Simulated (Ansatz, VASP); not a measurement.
One calculation of CdSe, two programs

```
Cd Se
1.0
    -4.22835    4.22835    4.22835
     4.22835   -4.22835    4.22835
     4.22835    4.22835   -4.22835
Cd Se
4 4
Direct
  0.31985 0.00000 0.00000
  0.68015 0.68015 0.68015
  0.00000 0.31985 0.00000
  0.00000 0.00000 0.31985
  0.00000 0.67349 0.00000
  0.32651 0.32651 0.32651
  0.67349 0.00000 0.00000
  0.00000 0.00000 0.67349
```

Alike in both runs: functional PBE; k mesh 4 × 4 × 4; occupations gaussian, width 0.1 eV; no spin polarisation.

Ansatz relaxed the structure, and its values are those at the end. VASP's run is a single point on that final structure, the one shown.

|  | VASP | Ansatz |
| --- | --- | --- |
| version | VASP 6.6.1 | Ansatz 0.2.0 |
| potentials or method | VASP PAW PBE potentials, release 64 (Cd, Se), cutoff 520 eV | scalar-relativistic, plane waves, PAW |
| valence electrons in the cell | 72 | 144 |

```csv
,VASP,Ansatz,Ansatz less VASP
gap on the k mesh at the Fermi level (eV),0.91,0.91,+0.004
least direct gap on the mesh (eV),0.96,0.96,+0.004
pressure (GPa),0.2,0.0,-0.21
rms of the force components (eV/Å),0.012,0.014,+0.0021
```

VASP's potentials hold 72 valence electrons a cell and Ansatz's 144, so a difference there can come from the potentials and not from the codes.
